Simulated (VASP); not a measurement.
Write the native input for VASP 6.6.1 that does the following.

- Task: density of states
- Functional: LDA
- Potentials or basis: VASP PAW LDA potentials, release 64 (Pd)
- Cutoff: 400 eV
- k mesh: 19 × 19 × 19
- Occupations: fermi-dirac, width 0.08 eV
- Spin: no spin polarisation
- Dipole correction: no
- k mesh for the DOS: 29 × 29 × 29
- Occupations for the DOS: tetrahedron
- Further INCAR settings: ALGO = Normal; EDIFF = 1e-06

Crystal: Pd.

```
CELL_PARAMETERS angstrom
0.00000 1.92059 1.92059
1.92059 0.00000 1.92059
1.92059 1.92059 0.00000
ATOMIC_POSITIONS crystal
Pd 0.00000 0.00000 0.00000
```

These files were run (other wordings do the same):

POSCAR

```
Pd
1.0
    0.0000000000      1.9205944173      1.9205944173
    1.9205944173      0.0000000000      1.9205944173
    1.9205944173      1.9205944173      0.0000000000
Pd
1
Direct
    0.0000000000      0.0000000000      0.0000000000
```

INCAR.step1

```
PREC = Accurate
ENCUT = 400
EDIFF = 1E-6
ISMEAR = -1
SIGMA = 0.08
LREAL = False
LASPH = True
NELM = 120
ALGO = Normal
ISIF = 2
LWAVE = False
LCHARG = True
LMAXMIX = 4
GGA = CA
NBANDS = 11
GGA_COMPAT = False
NEDOS = 2001
LORBIT = 11
```

KPOINTS.step1

```
regular mesh
0
Gamma
  19 19 19
```

INCAR.step2

```
PREC = Accurate
ENCUT = 400
EDIFF = 1E-6
ISMEAR = -5
SIGMA = 0.08
LREAL = False
LASPH = True
NELM = 120
ALGO = Normal
ISIF = 2
LWAVE = False
LCHARG = False
LMAXMIX = 4
GGA = CA
LORBIT = 10
NEDOS = 1001
ICHARG = 11
GGA_COMPAT = False
```

KPOINTS.step2

```
regular mesh
0
Gamma
  29 29 29
```

Potentials or basis: VASP PAW LDA potentials, release 64 (Pd).

Run with:

```sh
$ cat potpaw_LDA.64/Pd/POTCAR > POTCAR
$ cp INCAR.step1 INCAR
$ cp KPOINTS.step1 KPOINTS
$ mpirun -np 1 vasp_std > vasp.out
$ cp INCAR.step2 INCAR
$ cp KPOINTS.step2 KPOINTS
$ mpirun -np 1 vasp_std > vasp.out
```

Results of the run:

```
Valence electrons inside the program's atomic spheres : Pd 9.53
```

Wall time 70 s on 1 thread of Intel Xeon 8259CL, with other jobs on the host, peak memory 0.18 GiB.
